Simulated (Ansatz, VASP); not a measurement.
# Re: VASP beside Ansatz

```xyz
2
Lattice="2.5498 0.0000 0.0000 -1.2749 2.2082 0.0000 0.0000 0.0000 4.0770" Properties=species:S:1:pos:R:3 pbc="T T T"
Re    0.0000    1.4721    1.0193
Re    1.2749    0.7361    3.0578
```

Change from the starting cell: volume scaled by 0.94, crystal datasets.

Alike in both runs: task electric field gradients; functional PBEsol; k mesh 18 × 18 × 10; occupations fermi-dirac, width 0.05 eV; no spin polarisation.

|  | VASP | Ansatz |
| --- | --- | --- |
| version | VASP 6.6.1 | Ansatz 0.2.0 |
| potentials or method | VASP PAW PBE potentials, release 64 (Re), cutoff 520 eV | all-electron PAW with datasets made for the crystal, scalar-relativistic |

```csv
,VASP,Ansatz,Ansatz less VASP
pressure (GPa),159.6,153.6,-6.05
"traceless stress, the component that is largest in VASP (GPa)",6.15,6.07,-0.082
size of Vzz on the site where it differs most (V/Å²),109.9,82.2,-27.71
```

VASP's potentials were made for PBE, not for PBEsol. Both programs put the cell under a high pressure, so it lies far from rest at this level. Ansatz ran all-electron here, and VASP with PAW potentials.

Spin-orbit coupling is off throughout. Noted on VASP's run: the cell as given lies far from equilibrium.
